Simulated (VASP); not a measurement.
Here is a VASP 6.6.1 calculation.

INCAR

```
PREC = Accurate
ENCUT = 520
EDIFF = 1E-6
ISMEAR = 0
SIGMA = 0.05
LREAL = False
LASPH = True
NELM = 100
ALGO = Normal
ISIF = 2
LWAVE = False
LCHARG = False
GGA = PE
NBANDS = 59
```

Contents of KPOINTS:

```
regular mesh
0
Gamma
  8 4 4
```

Contents of POSCAR:

```
Bi2Se3
1.0
   -2.0936564891      3.6263194127      0.0000000000
   -6.2809694673     -3.6263194127      0.0000000000
    2.0936564891      1.2087731376     10.4340296434
Bi Se
4 6
Direct
    0.5000000000      0.8913481508      0.1873186448
    1.0000000000      0.3998401942      0.1862463902
    0.5000000000      0.1001598058      0.8137536098
    1.0000000000      0.6086518492      0.8126813552
    0.5000000000      0.4845375792      0.0022718000
    0.0000000000      0.0154624208     -0.0022718000
    0.5000000000      0.7334628675      0.6691268366
    1.0000000000      0.2085980395      0.6570558846
    0.5000000000      0.2914019605      0.3429441154
    0.0000000000      0.7665371325      0.3308731634
```

Potentials or basis: VASP PAW PBE potentials, release 64 (Bi_d, Se).

Run with:

```sh
$ cat potpaw_PBE.64/Bi_d/POTCAR potpaw_PBE.64/Se/POTCAR > POTCAR
$ mpirun -np 1 vasp_std > vasp.out
```

Task: Predict the band gap on the k mesh.

Result: 0.65 eV (least direct gap 0.68 eV).

Task: Predict the pressure.

Result: 0.3 GPa.

Forces in eV/Å, atoms in the order of the input:
```
Bi  -0.341 -0.197 -0.079
Bi   0.493  0.284  0.070
Bi  -0.493 -0.284 -0.070
Bi   0.341  0.197  0.079
Se  -0.560 -0.323 -0.131
Se   0.560  0.323  0.131
Se   0.452  0.261 -0.408
Se  -0.290 -0.167  0.304
Se   0.290  0.167 -0.304
Se  -0.452 -0.261  0.408
```

Caveat: the cell differs from its parent crystal (atoms displaced along a vibrational mode); spin-orbit coupling is left out, which moves the levels of the heavy elements; this functional lacks dispersion, which binds the layers, so the pressure and a relaxed spacing across them are unreliable. A k mesh can miss the band edges.
